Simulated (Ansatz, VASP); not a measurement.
## One calculation of Sn, two programs

File INCAR:

```
  PREC = Accurate
  ENCUT = 600
  EDIFF = 1E-6
  ISMEAR = -1
  SIGMA = 0.1
  LREAL = False
  LASPH = True
  NELM = 60
  ALGO = Normal
  ISIF = 3
  LWAVE = False
  LCHARG = False
  GGA = PS
  IBRION = 2
  NSW = 80
  EDIFFG = -0.01
```

File KPOINTS:

```
Automatic mesh
0
Gamma
  12 12 12
```

File POSCAR:

```
Sn
1.0
   -1.9137253733      1.9137253733      1.9137253733
    1.9137253733     -1.9137253733      1.9137253733
    1.9137253733      1.9137253733     -1.9137253733
Sn
1
Direct
    0.0000000000      0.0000000000      0.0000000000
```

Input for Ansatz:

```yaml
crystal:
  lattice:
    - [-1.9137253733, 1.9137253733, 1.9137253733]
    - [1.9137253733, -1.9137253733, 1.9137253733]
    - [1.9137253733, 1.9137253733, -1.9137253733]
  atoms:
    - { symbol: Sn, position: [0.0, 0.0, 0.0] }
hamiltonian:
  xc: pbesol
  pseudopotentials:
    kind: paw
    azcp:
      Sn: "pseudopotentials/Sn.paw.azcp"
basis:
  ecutwfc: 420
  fft_grid_basis: typed
kpoints:
  mp_grid: { grid: [12, 12, 12], shift: [0, 0, 0] }
magnetization:
  spin_polarized: false
scf:
  occupations: { method: fermi_dirac, width: 0.1 }
relax:
  max_steps: 60
  f_tol: 0.01
  cell: {}
output:
  write_density: true
  write_potential: true
  elf: true
  volumetric_format: npy
```

Alike in both runs: task relaxation of cell and atoms; functional PBEsol; k mesh 12 × 12 × 12; occupations fermi-dirac, width 0.1 eV; no spin polarisation.

|  | VASP | Ansatz |
| --- | --- | --- |
| version | VASP 6.6.1 | Ansatz 0.2.0 |
| potentials or method | VASP PAW PBE potentials, release 64 (Sn_d), cutoff 600 eV | plane waves (420 eV) with PAW, scalar-relativistic |
| valence electrons in the cell | 14 | 14 |

Ansatz gave:

* relaxed volume (Å³/atom): 26.07
* relaxed cell length with the largest relative difference (Å): 3.235

Question: Estimate VASP's values.

Answer: Relaxed volume (Å³/atom): 26.06; relaxed cell length with the largest relative difference (Å): 3.235.

VASP's potentials were made for PBE, not for PBEsol, and Ansatz warns of the same on its side.
